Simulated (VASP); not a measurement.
A run of VASP 6.6.1:

INCAR

```
  ALGO = Normal
  EDIFF = 1E-6
  ENCUT = 520
  GGA = PE
  ISIF = 2
  ISMEAR = 0
  LASPH = True
  LCHARG = True
  LELF = True
  LREAL = False
  LVHAR = True
  LWAVE = False
  NBANDS = 30
  NELM = 100
  PREC = Accurate
  SIGMA = 0.1
```

Contents of KPOINTS:

```
k-points
0
Gamma
  4 4 4
```

The input POSCAR:

```
ZrSnSe3
1.0
    5.3641143500      0.0000000000      0.0000000000
    0.0000000000      5.3641143500      0.0000000000
    0.0000000000      0.0000000000      5.3641143500
Zr Sn Se
1 1 3
Direct
    0.0000000000      0.0000000000      0.0000000000
    0.5000000000      0.5000000000      0.5000000000
    0.5000000000      0.0000000000      0.0000000000
    0.0000000000      0.5000000000      0.0000000000
    0.0000000000      0.0000000000      0.5000000000
```

Potentials or basis: VASP PAW PBE potentials, release 64 (Zr_sv, Sn_d, Se).

Command:

```bash
$ cat potpaw_PBE.64/Zr_sv/POTCAR potpaw_PBE.64/Sn_d/POTCAR potpaw_PBE.64/Se/POTCAR > POTCAR
$ mpirun -np 1 vasp_std > vasp.out
```

Hardware: 1 thread of Intel(R) Xeon(R) Platinum 8259CL CPU @ 2.50GHz (Skylake/Cascade Lake), with other jobs on the host.

Task: How long does it take, and how much memory?

Result: It took 66 s on 1 thread of Intel(R) Xeon(R) Platinum 8259CL CPU @ 2.50GHz (Skylake/Cascade Lake) (shared host), peak memory 0.26 GiB. Counts: scf iterations 15, k points 10.
